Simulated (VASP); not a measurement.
# Sb (P6_3/mmc) in VASP: single point with LDA

Aim: the single point of Sb with LDA.

Everything below comes from runs of VASP 6.6.1. Logs are shortened: lines on timing, memory, paths and dates and some standing lists are left out, and cuts for length are marked.

## (1) The cell of the first run

Symmetry: P6_3/mmc, No. 194, hexagonal system. The conventional cell has a = 3.296 Å, b = 3.296 Å, c = 5.449 Å, α = 90.00°, β = 90.00°, γ = 120.00°. Sb (site symmetry -6m2) has 12 Sb at 3.30 to 3.32 Å within 4.3 Å.

This isn't the form of Sb at room conditions, which is rhombohedral.

## (2) Single point, LDA, non-collinear spin, zero start, spin-orbit coupling

INCAR

```
PREC = Accurate
ENCUT = 520
EDIFF = 1E-7
ISMEAR = -1
SIGMA = 0.1
LREAL = F
LASPH = T
NELM = 150
ALGO = Normal
ISIF = 2
LWAVE = F
LCHARG = T
MAGMOM = 0 0 0 0 0 0
LORBIT = 11
LSORBIT = T
GGA_COMPAT = F
LORBMOM = T
GGA = CA
LVHAR = T
NBANDS = 22
```

KPOINTS

```
Automatic mesh
0
Gamma
  11 11 6
```

POSCAR

```
Sb
1.0
    3.2957392844      0.0000000000      0.0000000000
   -1.6478696422      2.8541939446      0.0000000000
    0.0000000000      0.0000000000      5.4489211363
Sb
2
Direct
    0.3333333333      0.6666666667      0.2500000000
    0.6666666667      0.3333333333      0.7500000000
```

Potentials or basis: VASP PAW LDA potentials, release 64 (Sb).

Started as:

```bash
$ cat potpaw_LDA.64/Sb/POTCAR > POTCAR
$ mpirun -np 1 vasp_ncl > vasp.out
```

OUTCAR:

```text
PREC = Accurate
   ENCUT = 520
   EDIFF = 1E-7
   ISMEAR = -1
   LREAL = F
   LASPH = T
   NELM = 150
   ISIF = 2
   LORBIT = 11
   LSORBIT = T
   GGA = CA

 ion  position               nearest neighbor table
   1  0.333  0.667  0.250-   2 3.32   2 3.32   2 3.32   2 3.32   2 3.32   2 3.32
   2  0.667  0.333  0.750-   1 3.32   1 3.32   1 3.32   1 3.32   1 3.32   1 3.32

  LATTYP: Found a hexagonal cell.
 ALAT       =     3.2957392844
 C/A-ratio  =     1.6533228712

  Lattice vectors:

 A1 = (   3.2957392844,   0.0000000000,   0.0000000000)
 A2 = (  -1.6478696422,   2.8541939446,   0.0000000000)
 A3 = (   0.0000000000,   0.0000000000,   5.4489211363)

Analysis of symmetry for initial positions (statically):
=====================================================================
 Subroutine PRICEL returns:
 Original cell was already a primitive cell.

 Routine SETGRP: Setting up the symmetry group for a
 hexagonal supercell.

 Subroutine GETGRP returns: Found 24 space group operations
 (whereof 12 operations were pure point group operations)
 out of a pool of 24 trial point group operations.

The static configuration has the point symmetry D_3d.
 The point group associated with its full space group is D_6h.

Analysis of symmetry for dynamics (positions and initial velocities):
=====================================================================
 Subroutine PRICEL returns:
 Original cell was already a primitive cell.

 Routine SETGRP: Setting up the symmetry group for a
 hexagonal supercell.

 Subroutine GETGRP returns: Found 24 space group operations
 (whereof 12 operations were pure point group operations)
 out of a pool of 24 trial point group operations.

The dynamic configuration has the point symmetry D_3d.
 The point group associated with its full space group is D_6h.

Analysis of structural, dynamic, and magnetic symmetry:
=====================================================================
 Subroutine PRICEL returns:
 Original cell was already a primitive cell.

 Routine SETGRP: Setting up the symmetry group for a
 hexagonal supercell.

 Subroutine GETGRP returns: Found 24 space group operations
 (whereof 12 operations were pure point group operations)
 out of a pool of 24 trial point group operations.

The overall configuration has the point symmetry D_3d.
 The point group associated with its full space group is D_6h.

 Subroutine INISYM returns: Found 24 space group operations
 (whereof 12 operations are pure point group operations),
 and found     1 'primitive' translations

----------------------------------------------------------------------------------------

                                     Primitive cell

  volume of cell :      51.2563

  direct lattice vectors                    reciprocal lattice vectors
     3.295739284  0.000000000  0.000000000     0.303422059  0.175180808  0.000000000
    -1.647869642  2.854193945  0.000000000     0.000000000  0.350361615  0.000000000
     0.000000000  0.000000000  5.448921136     0.000000000  0.000000000  0.183522568

  length of vectors
     3.295739284  3.295739284  5.448921136     0.350361615  0.350361615  0.183522568

  position of ions in fractional coordinates (direct lattice)
     0.333333333  0.666666667  0.250000000
     0.666666667  0.333333333  0.750000000

  ion indices of the primitive-cell ions
   primitive index   ion index
                 1           1
                 2           2

----------------------------------------------------------------------------------------

 KPOINTS: Automatic mesh

Automatic generation of k-mesh.
 Grid dimensions read from file:
 generate k-points for:   11   11    6

 Generating k-lattice:

  Cartesian coordinates                     Fractional coordinates (reciprocal lattice)
[... 93 lines left out ...]
 maximum number of plane-waves:      2812
 NGX is ok and might be reduce to    28
   NGX = 13   NGY = 13   NGZ = 21

 number of electron      10.0000000 magnetization       0.0000000      0.0000000      0.0000000

 number of electron      10.0000000 magnetization      -0.0000000     -0.0000000     -0.0000000

 number of electron      10.0000000 magnetization      -0.0000000      0.0000000      0.0000000

 number of electron      10.0000000 magnetization      -0.0000000     -0.0000000      0.0000000

 Free energy of the ion-electron system (eV)
  ---------------------------------------------------
  ext. energy  EPLUGINS =         0.00000000
  ---------------------------------------------------
  free energy    TOTEN  =        -9.32980397 eV

  energy without entropy =       -9.29659027  energy(sigma->0) =       -9.31319712

 E-fermi :   9.1083     XC(G=0): -10.5818

 val. band max:        9.0968764582   @ k =   0.4545   0.0000   0.3333
 cond. band min:       9.1367021137   @ k =   0.1818   0.1818   0.5000
 fundamental gap:      0.0398256556
 Fermi energy:         9.1082733228

 k-point     1 :       0.0000    0.0000    0.0000
  band No.  band energies     occupation
      1      -4.2572      1.00000
      2      -4.2572      1.00000
      3      -0.3743      1.00000
      4      -0.3743      1.00000
      5       2.9292      1.00000
      6       2.9292      1.00000
[... 589 lines left out ...]
     21      17.6910      0.00000
     22      17.6910      0.00000

 [... further k-points ...]
[... 5 lines left out ...]
  --------------------------------------------------------------------------------------
  -------------------------------------------------------------------------------------
  Total        0.1028156      0.1028156      0.0886776      0.0000000      0.0000000      0.0000000
  in kB        3.2138294      3.2138294      2.7719018      0.0000000      0.0000000      0.0000000
  external PRESSURE =       3.0665202 kB  Pullay stress =       0.0000000 kB

 VOLUME and BASIS-vectors are now :
 -----------------------------------------------------------------------------
  energy-cutoff  :      520.00
  volume of cell :       51.26
      direct lattice vectors                 reciprocal lattice vectors
     3.295739284  0.000000000  0.000000000     0.303422059  0.175180808  0.000000000
    -1.647869642  2.854193945  0.000000000     0.000000000  0.350361615  0.000000000
     0.000000000  0.000000000  5.448921136     0.000000000  0.000000000  0.183522568

 POSITION                                       TOTAL-FORCE (eV/Angst)
 -----------------------------------------------------------------------------------
     -0.00000      1.90280      1.36223        -0.000000      0.000000      0.000000
      1.64787      0.95140      4.08669         0.000000      0.000000      0.000000
 -----------------------------------------------------------------------------------
    total drift:                                0.000000     -0.000000      0.000000

  FREE ENERGIE OF THE ION-ELECTRON SYSTEM (eV)
  ---------------------------------------------------
  free  energy   TOTEN  =        -9.3298039723 eV

  energy  without entropy=       -9.2965902743  energy(sigma->0) =       -9.31319712

 orbital moment (x)

 # of ion     p       d       tot
 ----------------------------------------
  1        -0.000   0.000  -0.000
  2        -0.000   0.000  -0.000
 ----------------------------------------
           -0.000   0.000  -0.000

 orbital moment (y)

 # of ion     p       d       tot
 ----------------------------------------
  1         0.000   0.000   0.000
  2         0.000   0.000   0.000
 ----------------------------------------
            0.000   0.000   0.000

 orbital moment (z)

 # of ion     p       d       tot
 ----------------------------------------
  1         0.000   0.000   0.000
  2         0.000   0.000   0.000
 ----------------------------------------
            0.000   0.000   0.000

 Spin-Orbit-Coupling matrix elements

 Ion:    1  E_soc:     -0.1443113
 l=   1
     0.0000000    -0.0238804    -0.0234105
    -0.0238804     0.0000000    -0.0238804
    -0.0234105    -0.0238804     0.0000000
 l=   2
     0.0000000    -0.0000614     0.0000000    -0.0000614    -0.0002932
    -0.0000614     0.0000000    -0.0001981    -0.0000491    -0.0000614
     0.0000000    -0.0001981     0.0000000    -0.0001981     0.0000000
    -0.0000614    -0.0000491    -0.0001981     0.0000000    -0.0000614
    -0.0002932    -0.0000614     0.0000000    -0.0000614     0.0000000
 l=   3
     0.0000000     0.0000000     0.0000000     0.0000000     0.0000000     0.0000000     0.0000000
     0.0000000     0.0000000     0.0000000     0.0000000     0.0000000     0.0000000     0.0000000
     0.0000000     0.0000000     0.0000000     0.0000000     0.0000000     0.0000000     0.0000000
     0.0000000     0.0000000     0.0000000     0.0000000     0.0000000     0.0000000     0.0000000
     0.0000000     0.0000000     0.0000000     0.0000000     0.0000000     0.0000000     0.0000000
     0.0000000     0.0000000     0.0000000     0.0000000     0.0000000     0.0000000     0.0000000
     0.0000000     0.0000000     0.0000000     0.0000000     0.0000000     0.0000000     0.0000000

 Ion:    2  E_soc:     -0.1443113
 l=   1
     0.0000000    -0.0238804    -0.0234105
    -0.0238804     0.0000000    -0.0238804
    -0.0234105    -0.0238804     0.0000000
 l=   2
     0.0000000    -0.0000614     0.0000000    -0.0000614    -0.0002932
    -0.0000614     0.0000000    -0.0001981    -0.0000491    -0.0000614
     0.0000000    -0.0001981     0.0000000    -0.0001981     0.0000000
    -0.0000614    -0.0000491    -0.0001981     0.0000000    -0.0000614
    -0.0002932    -0.0000614     0.0000000    -0.0000614     0.0000000
 l=   3
     0.0000000     0.0000000     0.0000000     0.0000000     0.0000000     0.0000000     0.0000000
     0.0000000     0.0000000     0.0000000     0.0000000     0.0000000     0.0000000     0.0000000
     0.0000000     0.0000000     0.0000000     0.0000000     0.0000000     0.0000000     0.0000000
     0.0000000     0.0000000     0.0000000     0.0000000     0.0000000     0.0000000     0.0000000
     0.0000000     0.0000000     0.0000000     0.0000000     0.0000000     0.0000000     0.0000000
     0.0000000     0.0000000     0.0000000     0.0000000     0.0000000     0.0000000     0.0000000
     0.0000000     0.0000000     0.0000000     0.0000000     0.0000000     0.0000000     0.0000000

 total charge

# of ion       s       p       d       tot
------------------------------------------
    1        1.262   1.074   0.047   2.383
    2        1.262   1.074   0.047   2.383
--------------------------------------------------
tot          2.525   2.147   0.094   4.766

 magnetization (x)

# of ion       s       p       d       tot
------------------------------------------
    1        0.000   0.000   0.000   0.000
    2        0.000   0.000   0.000   0.000
--------------------------------------------------
tot          0.000   0.000   0.000   0.000

 magnetization (y)

# of ion       s       p       d       tot
------------------------------------------
    1        0.000   0.000   0.000   0.000
    2        0.000   0.000   0.000   0.000
--------------------------------------------------
tot          0.000   0.000   0.000   0.000

 magnetization (z)

# of ion       s       p       d       tot
------------------------------------------
    1        0.000   0.000   0.000   0.000
    2        0.000   0.000   0.000   0.000
--------------------------------------------------
tot          0.000   0.000   0.000   0.000
```

It took 2.3 min on 1 thread of Intel Xeon 8259CL, shared host; peak memory 0.3 GiB.

Results:

```
Free energy                                           : -9.3298 eV
Pressure                                              : 0.3 GPa
Net moment                                            : 0.00 μB per cell
Valence electrons inside the program's atomic spheres : Sb 2.38
```

Moments on the atoms (μB; x, y, z):
```
Sb  0.00 0.00 0.00
Sb  0.00 0.00 0.00
```
